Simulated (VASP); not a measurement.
# Mg (P6_3/mmc) in VASP: notebook

The runs below take Mg through single point, with r2SCAN.

Program: VASP 6.6.1. These are calculated values, not measurements. Logs are shortened: lines on timing, memory, paths and dates and some standing lists are left out, and cuts for length are marked.

## Step 1: The cell of the first run

It takes space group P6_3/mmc (No. 194, hexagonal). The conventional cell has a = 3.188 Å, b = 3.188 Å, c = 5.175 Å, α = 90.00°, β = 90.00°, γ = 120.00°. Within 4.2 Å of Mg (site symmetry -6m2) lie 12 Mg at 3.18 to 3.19 Å.

## Step 2: Single point, r2SCAN

File POSCAR:

```
Mg
1.0
    3.1877604248      0.0000000000      0.0000000000
   -1.5938802124      2.7606815091      0.0000000000
    0.0000000000      0.0000000000      5.1753304900
Mg
2
Direct
    0.6666666667      0.3333333333      0.7500000000
    0.3333333333      0.6666666667      0.2500000000
```

File INCAR.step1:

```
ALGO = Normal ; EDIFF = 1E-4
ENCUT = 520 ; GGA = PE
ISMEAR = -1 ; LASPH = True
LCHARG = False ; LREAL = False
LWAVE = True ; NBANDS = 9
NELM = 60 ; PREC = Accurate
SIGMA = 0.05
```

File INCAR.step2:

```
ALGO = Normal ; EDIFF = 1E-7
ENCUT = 520 ; ISIF = 2
ISMEAR = -1 ; ISTART = 1
LASPH = True ; LCHARG = False
LMIXTAU = True ; LREAL = False
LWAVE = False ; METAGGA = R2SCAN
NBANDS = 9 ; NELM = 60
PREC = Accurate ; SIGMA = 0.05
```

File KPOINTS:

```
k-points
0
Gamma
  10 10 5
```

Potentials or basis: VASP PAW PBE potentials, release 64 (Mg).

The run is started by

```console
$ cat potpaw_PBE.64/Mg/POTCAR > POTCAR
$ cp INCAR.step1 INCAR
$ mpirun -np 1 vasp_std > vasp.out
$ cp INCAR.step2 INCAR
$ mpirun -np 1 vasp_std > vasp.out
```

OUTCAR:

```text
EDIFF = 1E-7
   ENCUT = 520
   ISIF = 2
   ISMEAR = -1
   ISTART = 1
   LASPH = True
   LREAL = False
   METAGGA = R2SCAN
   NELM = 60
   PREC = Accurate

 ion  position               nearest neighbor table
   1  0.667  0.333  0.750-   2 3.18   2 3.18   2 3.18   2 3.18   2 3.18   2 3.18
   2  0.333  0.667  0.250-   1 3.18   1 3.18   1 3.18   1 3.18   1 3.18   1 3.18

  LATTYP: Found a hexagonal cell.
 ALAT       =     3.1877604248
 C/A-ratio  =     1.6235004518

  Lattice vectors:

 A1 = (   3.1877604248,   0.0000000000,   0.0000000000)
 A2 = (  -1.5938802124,   2.7606815091,   0.0000000000)
 A3 = (   0.0000000000,   0.0000000000,   5.1753304900)

Analysis of symmetry for initial positions (statically):
=====================================================================
 Subroutine PRICEL returns:
 Original cell was already a primitive cell.

 Routine SETGRP: Setting up the symmetry group for a
 hexagonal supercell.

 Subroutine GETGRP returns: Found 24 space group operations
 (whereof 12 operations were pure point group operations)
 out of a pool of 24 trial point group operations.

The static configuration has the point symmetry D_3d.
 The point group associated with its full space group is D_6h.

Analysis of symmetry for dynamics (positions and initial velocities):
=====================================================================
 Subroutine PRICEL returns:
 Original cell was already a primitive cell.

 Routine SETGRP: Setting up the symmetry group for a
 hexagonal supercell.

 Subroutine GETGRP returns: Found 24 space group operations
 (whereof 12 operations were pure point group operations)
 out of a pool of 24 trial point group operations.

The dynamic configuration has the point symmetry D_3d.
 The point group associated with its full space group is D_6h.

 Subroutine INISYM returns: Found 24 space group operations
 (whereof 12 operations are pure point group operations),
 and found     1 'primitive' translations

----------------------------------------------------------------------------------------

                                     Primitive cell

  volume of cell :      45.5449

  direct lattice vectors                    reciprocal lattice vectors
     3.187760425  0.000000000  0.000000000     0.313699860  0.181114699  0.000000000
    -1.593880212  2.760681509  0.000000000     0.000000000  0.362229398  0.000000000
     0.000000000  0.000000000  5.175330490     0.000000000  0.000000000  0.193224375

  length of vectors
     3.187760425  3.187760425  5.175330490     0.362229398  0.362229398  0.193224375

  position of ions in fractional coordinates (direct lattice)
     0.666666667  0.333333333  0.750000000
     0.333333333  0.666666667  0.250000000

  ion indices of the primitive-cell ions
   primitive index   ion index
                 1           1
                 2           2

----------------------------------------------------------------------------------------

 KPOINTS: k-points

Automatic generation of k-mesh.
 Grid dimensions read from file:
 generate k-points for:   10   10    5

 Generating k-lattice:

  Cartesian coordinates                     Fractional coordinates (reciprocal lattice)
     0.031369986  0.018111470  0.000000000     0.100000000  0.000000000  0.000000000
     0.000000000  0.036222940  0.000000000     0.000000000  0.100000000  0.000000000
     0.000000000  0.000000000  0.038644875     0.000000000  0.000000000  0.200000000

  Length of vectors
     0.036222940  0.036222940  0.038644875

  Shift w.r.t. Gamma in fractional coordinates (k-lattice)
     0.000000000  0.000000000  0.000000000

 Subroutine IBZKPT returns following result:
 ===========================================

 Found     42 irreducible k-points:

 Following reciprocal coordinates:
            Coordinates               Weight
  0.000000  0.000000  0.000000      1.000000
  0.100000  0.000000  0.000000      6.000000
  0.200000  0.000000  0.000000      6.000000
  0.300000  0.000000  0.000000      6.000000
  0.400000  0.000000  0.000000      6.000000
  0.500000  0.000000  0.000000      3.000000
[... 16 lines left out ...]
  0.300000  0.100000  0.200000     24.000000
  0.400000  0.100000  0.200000     24.000000
 [... further k-points ...]
   k-points           NKPTS =     42   k-points in BZ     NKDIM =     42   number of bands    NBANDS=      9
   number of dos      NEDOS =    301   number of ions     NIONS =      2
   total plane-waves  NPLWV =  23040
   dimension x,y,z NGX =    24 NGY =   24 NGZ =   40
   dimension x,y,z NGXF=    48 NGYF=   48 NGZF=   80
   ions per type =               2
   NGX,Y,Z   is equivalent  to a cutoff of  12.52, 12.52, 12.85 a.u.
   NGXF,Y,Z  is equivalent  to a cutoff of  25.03, 25.03, 25.70 a.u.
 SYSTEM =  unknown system
   PREC   = accura    normal or accurate (medium, high low for compatibility)
   ISTART =      1    job   : 0-new  1-cont  2-samecut
   ICHARG =      0    charge: 1-file 2-atom 10-const
   ISPIN  =      1    spin polarized calculation?
   LNONCOLLINEAR =      F non collinear calculations
   LSORBIT =      F    spin-orbit coupling
   LASPH  =      T    aspherical Exc in radial PAW
   ENCUT  =  520.0 eV  38.22 Ry    6.18 a.u.   5.93  5.93  9.62*2*pi/ulx,y,z
   NELM   =     60;   NELMIN=  2; NELMDL=  0     # of ELM steps
   EDIFF  = 0.1E-06   stopping-criterion for ELM
   LREAL  =      F    real-space projection
   EDIFFG = 0.1E-05   stopping-criterion for IOM
   NSW    =      0    number of steps for IOM
   IBRION =     -1    ionic relax: 0-MD 1-quasi-New 2-CG
   NFREE  =      0    steps in history (QN), initial steepest desc. (CG)
   ISIF   =      2    stress and relaxation
   ISYM   =      2    0-nonsym 1-usesym 2-fastsym
   POTIM  = 0.5000    time-step for ionic-motion
   TEBEG  =    0.0;   TEEND  =   0.0 temperature during run
   PSTRESS=    0.0 pullay stress
   NELECT =       4.0000    total number of electrons
   NUPDOWN=      -1.0000    fix difference up-down
   EMIN   =  10.00;   EMAX   =-10.00  energy-range for DOS
   EFERMI =   0.00;   METHOD = LEGACY
   ISMEAR =    -1;   SIGMA  =   0.05  broadening in eV -4-tet -1-fermi 0-gaus
   EFERMI_NEDOS =   21; number of points for ismear=-14 and -15
   IALGO  =     38    algorithm
   IMIX   =      4    mixing-type and parameters
     AMIX     =   0.40;   BMIX     =  1.00
     AMIX_MAG =   1.60;   BMIX_MAG =  1.00
  volume/ion in A,a.u.               =      22.77       153.68
  Fermi-wavevector in a.u.,A,eV,Ry     =   0.727693  1.375140  7.204788  0.529537
  Thomas-Fermi vector in A             =   1.818980
   LORBIT       =      0    0 simple, 1 ext, 2 COOP (PROOUT), +10 PAW based schemes
   METAGGA = R2SCAN    functional components
   LHFCALC =     F    Hartree Fock is set to
   AEXX    =    0.0000 exact exchange contribution
   IVDW    =     0    specifies the selected vdW correction
   LEPSILON=     F    determine dielectric tensor
   LRPA    =     F    only Hartree local field effects (RPA)
 non-spin polarized calculation
  energy-cutoff  :      520.00
  volume of cell :       45.54
 maximum number of plane-waves:      1244
 NGX is ok and might be reduce to    24
   NGX = 11   NGY = 11   NGZ = 19

 number of electron       4.0000000 magnetization

 Free energy of the ion-electron system (eV)
  ---------------------------------------------------
  ext. energy  EPLUGINS =         0.00000000
  ---------------------------------------------------
  free energy    TOTEN  =        -8.28790727 eV

  energy without entropy =       -8.27857449  energy(sigma->0) =       -8.28324088

 E-fermi :   2.7318     XC(G=0):  -9.0655

 val. band max:        2.7259207250   @ k =   0.4000   0.1000   0.4000
 cond. band min:       2.7634223086   @ k =   0.3000   0.3000   0.0000
 fundamental gap:      0.0375015836
 Fermi energy:         2.7317630039

 k-point     1 :       0.0000    0.0000    0.0000
  band No.  band energies     occupation
      1      -4.7364      2.00000
      2       0.7698      2.00000
      3       1.4919      2.00000
      4      14.4385      0.00000
      5      14.4385      0.00000
      6      14.6149      0.00000
      7      14.6149      0.00000
      8      15.3396      0.00000
      9      17.2286      0.00000

 k-point     2 :       0.1000    0.0000    0.0000
  band No.  band energies     occupation
      1      -4.5257      2.00000
      2       0.9645      2.00000
      3       1.6920      2.00000
      4      11.4636      0.00000
      5      12.9456      0.00000
      6      13.7671      0.00000
      7      16.3290      0.00000
      8      16.3465      0.00000
      9      16.4723      0.00000

 k-point     3 :       0.2000    0.0000    0.0000
  band No.  band energies     occupation
      1      -3.8962      2.00000
      2       1.5491      2.00000
      3       2.2770      1.99978
      4       8.2841      0.00000
      5      11.7106      0.00000
      6      12.1192      0.00000
      7      13.2877      0.00000
      8      14.8542      0.00000
      9      16.5114      0.00000

 k-point     4 :       0.3000    0.0000    0.0000
  band No.  band energies     occupation
      1      -2.8561      2.00000
      2       2.5247      1.96868
      3       3.1296      0.00070
      4       5.5181      0.00000
      5      10.3230      0.00000
      6      10.3734      0.00000
      7      10.8285      0.00000
      8      13.1548      0.00000
      9      15.5140      0.00000
[... 205 lines left out ...]
 k-point    22 :       0.2000    0.1000    0.2000
  band No.  band energies     occupation
      1      -3.0345      2.00000
      2       0.4298      2.00000
      3       4.8891      0.00000
      4       7.1804      0.00000
      5       8.9593      0.00000
      6      10.5691      0.00000
      7      12.2815      0.00000
      8      14.3470      0.00000
      9      14.7538      0.00000

 k-point    23 :       0.3000    0.1000    0.2000
  band No.  band energies     occupation
      1      -1.7993      2.00000
      2       1.5898      2.00000
      3       4.2118      0.00000
      4       6.2515      0.00000
      5       7.3466      0.00000
      6       8.7946      0.00000
      7      11.4424      0.00000
      8      12.3751      0.00000
      9      14.5030      0.00000

 k-point    24 :       0.4000    0.1000    0.2000
  band No.  band energies     occupation
      1      -0.1834      2.00000
      2       1.7390      2.00000
      3       3.3589      0.00001
      4       5.2019      0.00000
      5       7.2581      0.00000
      6       8.4449      0.00000
      7      10.1428      0.00000
      8      11.3974      0.00000
      9      14.1779      0.00000

 [... further k-points ...]

------------------------ aborting loop because EDIFF is reached ----------------------------------------

  FORCE on cell =-STRESS in cart. coord.  units (eV):
  Direction    XX          YY          ZZ          XY          YZ          ZX
  --------------------------------------------------------------------------------------
  -------------------------------------------------------------------------------------
  Total       -0.2440426     -0.2440426     -0.0010146      0.0000000      0.0000000      0.0000000
  in kB       -8.5849168     -8.5849168     -0.0356933      0.0000000      0.0000000      0.0000000
  external PRESSURE =      -5.7351756 kB  Pullay stress =       0.0000000 kB

 VOLUME and BASIS-vectors are now :
 -----------------------------------------------------------------------------
  energy-cutoff  :      520.00
  volume of cell :       45.54
      direct lattice vectors                 reciprocal lattice vectors
     3.187760425  0.000000000  0.000000000     0.313699860  0.181114699  0.000000000
    -1.593880212  2.760681509  0.000000000     0.000000000  0.362229398  0.000000000
     0.000000000  0.000000000  5.175330490     0.000000000  0.000000000  0.193224375

 POSITION                                       TOTAL-FORCE (eV/Angst)
 -----------------------------------------------------------------------------------
      1.59388      0.92023      3.88150        -0.000000      0.000000      0.000000
     -0.00000      1.84045      1.29383         0.000000     -0.000000      0.000000
 -----------------------------------------------------------------------------------
    total drift:                                0.000000     -0.000000      0.000000

  FREE ENERGIE OF THE ION-ELECTRON SYSTEM (eV)
  ---------------------------------------------------
  free  energy   TOTEN  =        -8.2879072652 eV

  energy  without entropy=       -8.2785744915  energy(sigma->0) =       -8.28324088
```

It took 33 s on 1 thread of Intel Xeon Platinum 8375C at 2.90GHz (Ice Lake), shared host; peak memory 0.17 GiB.

What came out:

```yaml
Free_energy: -8.2879 eV
Pressure: -0.6 GPa
Band_gap_on_the_k_mesh: zero (band 2 reaches 3.31 eV, above the bottom of band 3 at 1.49 eV)
```

Stress tensor (GPa, compression positive):
```
-0.86  0.00  0.00
 0.00 -0.86  0.00
 0.00  0.00  0.00
```

Levels at points of the mesh, in eV from the Fermi level:
```tsv
k point	band 1	band 2	band 3	band 4	band 5	band 6
(0.00, 0.00, 0.00)	-7.47	-1.96	-1.24	11.71	11.71	11.88
(0.50, 0.00, 0.00)	-2.43	-2.26	2.79	3.08	3.56	4.00
```

Caveat: the PAW data sets were made with another functional, which shifts forces and pressure a little.

## Step 3: Single point, r2SCAN

This run uses another cell than the first one, of 23.24 Å³/atom, 1.020 times its volume.

File POSCAR:

```
Mg
1.0
    3.2093000000      0.0000000000      0.0000000000
   -1.6046500000      2.7793353284      0.0000000000
    0.0000000000      0.0000000000      5.2103000000
Mg
2
Direct
    0.6666666667      0.3333333333      0.7500000000
    0.3333333333      0.6666666667      0.2500000000
```

File INCAR.step1:

```
ALGO = Normal
EDIFF = 1E-4
ENCUT = 520
GGA = PE
ISMEAR = -1
LASPH = T
LCHARG = F
LREAL = F
LWAVE = T
NBANDS = 9
NELM = 80
PREC = Accurate
SIGMA = 0.05
```

File INCAR.step2:

```
ALGO = Normal
EDIFF = 1E-6
ENCUT = 520
ISIF = 2
ISMEAR = -1
ISTART = 1
LASPH = T
LCHARG = F
LMIXTAU = T
LREAL = F
LWAVE = F
METAGGA = R2SCAN
NBANDS = 9
NELM = 80
PREC = Accurate
SIGMA = 0.05
```

KPOINTS is that of step 2.

Potentials or basis: VASP PAW PBE potentials, release 64 (Mg).

The run is started by

```console
$ cat potpaw_PBE.64/Mg/POTCAR > POTCAR
$ cp INCAR.step1 INCAR
$ mpirun -np 1 vasp_std > vasp.out
$ cp INCAR.step2 INCAR
$ mpirun -np 1 vasp_std > vasp.out
```

Run time: 25 s. Hardware: 1 thread of Intel Xeon Platinum 8375C at 2.90GHz (Ice Lake), shared host; peak memory 0.16 GiB.

It converged, with:

* Free energy: -8.2824 eV
* Pressure: -1.3 GPa
* Band gap on the k mesh: zero (band 2 reaches 3.21 eV, above the bottom of band 3 at 1.39 eV)

Stress tensor (GPa, compression positive):
```
-1.59  0.00  0.00
 0.00 -1.59  0.00
 0.00  0.00 -0.72
```

Levels at points of the mesh, in eV from the Fermi level:
```csv
k point,band 1,band 2,band 3,band 4,band 5
"(0.00, 0.00, 0.00)",-7.38,-1.93,-1.24,11.59,11.59
"(0.50, 0.00, 0.00)",-2.39,-2.23,2.76,3.07,3.50
```

Caveat: the PAW data sets were made with another functional, which shifts forces and pressure a little.

## Step 4: Single point, r2SCAN

This run uses another cell than the first one, of 23.70 Å³/atom, 1.041 times its volume.

File POSCAR:

```
Mg
1.0
    3.2305542618      0.0000000000      0.0000000000
   -1.6152771309      2.7977420591      0.0000000000
    0.0000000000      0.0000000000      5.2448063036
Mg
2
Direct
    0.6666666667      0.3333333333      0.7500000000
    0.3333333333      0.6666666667      0.2500000000
```

File INCAR.step1:

```
SYSTEM = Mg
PREC = Accurate ; ENCUT = 520
ISMEAR = -1 ; SIGMA = 0.05
LREAL = .False. ; LASPH = .True.
NELM = 60 ; NBANDS = 9
GGA = PE ; ALGO = Normal
EDIFF = 1E-4 ; LWAVE = .True.
LCHARG = .False.
```

File INCAR.step2:

```
SYSTEM = Mg
PREC = Accurate ; ENCUT = 520
EDIFF = 1E-6 ; ISMEAR = -1
SIGMA = 0.05 ; LREAL = .False.
LASPH = .True. ; NELM = 60
ALGO = Normal ; ISIF = 2
LWAVE = .False. ; LCHARG = .True.
METAGGA = R2SCAN ; LMIXTAU = .True.
LELF = .True. ; LVHAR = .True.
NBANDS = 9 ; ISTART = 1
```

File KPOINTS:

```
regular mesh
0
Gamma
  10 10 5
  0 0 0
```

The run is started by

```console
$ cat potpaw_PBE.64/Mg/POTCAR > POTCAR
$ cp INCAR.step1 INCAR
$ mpirun -np 1 vasp_std > vasp.out
$ cp INCAR.step2 INCAR
$ mpirun -np 1 vasp_std > vasp.out
```

Run time: 31 s. Hardware: 1 thread of Intel Xeon Platinum 8375C at 2.90GHz (Ice Lake), shared host; peak memory 0.16 GiB.

Results (log left out):

- Free energy: -8.2729 eV
- Pressure: -2.0 GPa
- Band gap on the k mesh: zero (band 2 reaches 3.11 eV, above the bottom of band 3 at 1.28 eV)

Stress tensor (GPa, compression positive):
```
-2.26  0.00  0.00
 0.00 -2.26  0.00
 0.00  0.00 -1.39
```

Levels at points of the mesh, in eV from the Fermi level:
| k point | band 1 | band 2 | band 3 | band 4 | band 5 |
| --- | --- | --- | --- | --- | --- |
| (0.00, 0.00, 0.00) | -7.29 | -1.89 | -1.24 | 11.48 | 11.48 |
| (0.50, 0.00, 0.00) | -2.35 | -2.21 | 2.73 | 3.07 | 3.44 |

Caveat: the PAW data sets were made with another functional, which shifts forces and pressure a little.

[end of part 1 of 2]
